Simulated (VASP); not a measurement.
A run of VASP 6.6.1 is set up as follows.

INCAR

```
SYSTEM = MgO
PREC = Accurate
ENCUT = 520
EDIFF = 1E-6
ISMEAR = 0
SIGMA = 0.02
LREAL = .False.
LASPH = .True.
NELM = 100
ALGO = Normal
ISIF = 2
LWAVE = .False.
LCHARG = .False.
GGA = PE
NBANDS = 11
```

File KPOINTS:

```
Automatic mesh
0
Gamma
  10 10 10
  0 0 0
```

POSCAR

```
MgO
1.0
    0.0000000000      2.1268522620      2.1268522620
    2.1268522620      0.0000000000      2.1268522620
    2.1268522620      2.1268522620      0.0000000000
Mg O
1 1
Direct
    0.0000000000      0.0000000000      0.0000000000
    0.5000000000      0.5000000000      0.5000000000
```

Potentials or basis: VASP PAW PBE potentials, release 64 (Mg, O).

Launch:

```console
$ cat potpaw_PBE.64/Mg/POTCAR potpaw_PBE.64/O/POTCAR > POTCAR
$ mpirun -np 1 vasp_std > vasp.out
```

(1) Predict the pressure.

(2) Estimate the band gap on the k mesh.

Answers

(1) -0.7 GPa.

(2) 4.44 eV, direct.

**Experimental background.**

“Electronic structure of alkaline earth and post-transition metal oxides”, 2009, arxiv:0908.1581 quotes, for a bulk crystal of MgO: band gap 7.83 eV.

Measured gap of MgO: 7.83 eV (quoted in “Electronic structure of alkaline earth and post-transition metal oxides”, 2009, arxiv:0908.1581). This calculation gives 4.44 eV (-3.39 eV). The value is that of PBE, without temperature or zero-point motion. Semilocal functionals fall short of measured gaps as a rule.
